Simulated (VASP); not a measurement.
Crystal: Ta.

```
Ta
1.0
     2.32691    1.34344    0.97738
    -2.32691    1.34344    0.97738
     0.00000   -2.68689    0.97738
Ta
1
Direct
  0.50000 0.50000 0.50000
```

```yaml
Program: VASP 6.6.1
Task: relaxation of cell and atoms
Functional: PBE
Potentials_or_basis: VASP PAW PBE potentials, release 64 (Ta_pv)
Cutoff: 600 eV
k_mesh: 18 × 18 × 18
Occupations: gaussian, width 0.1 eV
Spin: no spin polarisation
```

At the start: pressure -0.4 GPa; volume 18.33 Å³/atom.

How do energy, volume and symmetry change on relaxing?

Over 5 steps the energy falls by 4.6 meV/atom and the volume is 18.29 Å³/atom (-0.2 %); space group Im-3m (No. 229, to 0.1 Å) before and after.

The path:
| step | energy change (eV) | largest force (eV/Å) | pressure (GPa) | volume (Å³) |
| --- | --- | --- | --- | --- |
| 1 | 0.0000 | 0.0000 | -0.40 | 18.33 |
| 2 | -0.0042 | 0.0000 | 0.87 | 18.21 |
| 3 | -0.0043 | 0.0000 | 1.00 | 18.20 |
| 4 | -0.0033 | 0.0000 | -1.89 | 18.47 |
| 5 | -0.0046 | 0.0000 | -0.01 | 18.29 |

Final structure:
```
Ta
1.0
     2.34711    1.35510    0.95840
    -2.34711    1.35510    0.95840
     0.00000   -2.71021    0.95840
Ta
1
Direct
  0.50000 0.50000 0.50000
```
